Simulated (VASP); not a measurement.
Wanted: the native input for a VASP 6.6.1 run.

```yaml
Task: single point
Functional: PBEsol
Potentials_or_basis: VASP PAW PBE potentials, release 64 (Mg, O)
Cutoff: 520 eV
k_mesh: 14 × 14 × 14
Occupations: gaussian, width 0.02 eV
Spin: no spin polarisation
Dipole_correction: no
Further_INCAR_settings: ALGO = Normal; EDIFF = 1e-07; NBANDS = 11
```

The structure of MgO (k06) lies in POSCAR:

```
MgO
1.0
    0.0000000000      2.1074622177      2.1074622177
    2.1074622177      0.0000000000      2.1074622177
    2.1074622177      2.1074622177      0.0000000000
Mg O
1 1
Direct
    0.0000000000      0.0000000000      0.0000000000
    0.5000000000      0.5000000000      0.5000000000
```

One way to write it, as run:

INCAR

```
SYSTEM = MgO
PREC = Accurate ; ENCUT = 520
EDIFF = 1E-7 ; ISMEAR = 0
SIGMA = 0.02 ; LREAL = .False.
LASPH = .True. ; NELM = 80
ALGO = Normal ; ISIF = 2
LWAVE = .False. ; LCHARG = .False.
GGA = PS ; NBANDS = 11
```

KPOINTS

```
regular mesh
0
Gamma
  14 14 14
  0 0 0
```

Potentials or basis: VASP PAW PBE potentials, release 64 (Mg, O).

Run with:

```bash
$ cat potpaw_PBE.64/Mg/POTCAR potpaw_PBE.64/O/POTCAR > POTCAR
$ mpirun -np 1 vasp_std > vasp.out
```

Results of the run:

```
Pressure               : -0.6 GPa
Band gap on the k mesh : 4.61 eV, direct
```

Caveat: the PAW data sets were made with another functional, which shifts forces and pressure a little.

Run time: 23 s on 1 thread of Intel Xeon 8259CL, on a shared host, peak memory 0.15 GiB.
